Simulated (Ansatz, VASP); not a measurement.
# InSe in VASP and in Ansatz

The input INCAR:

```
ALGO = Normal
DIPOL = 0.5 0.5 0.500
EDIFF = 1E-6
ENCUT = 520
GGA = PE
IDIPOL = 3
ISIF = 2
ISMEAR = 0
IVDW = 12
LASPH = True
LCHARG = True
LDIPOL = True
LELF = True
LREAL = False
LVACPOTAV = True
LVHAR = True
LWAVE = False
NBANDS = 27
NELM = 60
PREC = Accurate
SIGMA = 0.02
```

KPOINTS

```
k-points
0
Gamma
  9 9 1
```

POSCAR

```
InSe
1.0
    4.0270000000      0.0000000000      0.0000000000
   -2.0135000000      3.4874843010      0.0000000000
    0.0000000000      0.0000000000     36.7199571806
Se In
2 2
Direct
    0.0000000000      0.0000000000      0.4218950696
    0.0000000000      0.0000000000      0.5780771689
    0.6666666667      0.3333333333      0.4594644305
    0.6666666667      0.3333333333      0.5405078700
```

Input for Ansatz:

```yaml
crystal:
  lattice:
    - [4.027, 0.0, 0.0]
    - [-2.0135, 3.487484301, 0.0]
    - [0.0, 0.0, 36.7199571806]
  atoms:
    - { symbol: Se, position: [0.0, 0.0, 0.4218950696] }
    - { symbol: In, position: [0.6666666667, 0.3333333333, 0.4594644305] }
    - { symbol: In, position: [0.6666666667, 0.3333333333, 0.54050787] }
    - { symbol: Se, position: [0.0, 0.0, 0.5780771689] }
  periodic: [true, true, false]
basis:
  ecutwfc: 420
kpoints:
  mp_grid: { grid: [9, 9, 1] }
hamiltonian:
  xc: pbe
  pseudopotentials: { kind: paw, azcp: { folder: soft_1 } }
  dispersion: d3bj
scf:
  occupations: { method: gaussian, width: 0.02 }
output:
  forces: true
  stress: true
  eigenvalues: true
```

Alike in both runs: task single point; functional PBE; dispersion D3(BJ); k mesh 9 × 9 × 1; occupations gaussian, width 0.02 eV; no spin polarisation.

```csv
,VASP,Ansatz
version,VASP 6.6.1,Ansatz 0.2.0
potentials or method,"VASP PAW PBE potentials, release 64 (Se, In_d), cutoff 520 eV","scalar-relativistic, plane waves, PAW"
valence electrons in the cell,38,58
```

```csv
,VASP,Ansatz,Ansatz less VASP
gap on the k mesh at the Fermi level (eV),1.66,1.67,+0.008
least direct gap on the mesh (eV),1.75,1.76,+0.007
rms of the force components (eV/Å),0.228,0.232,+0.0038
```

VASP's potentials hold 38 valence electrons a cell and Ansatz's 58, so a difference there can come from the potentials and not from the codes. Ansatz's warnings: structure snapped to symmetry.
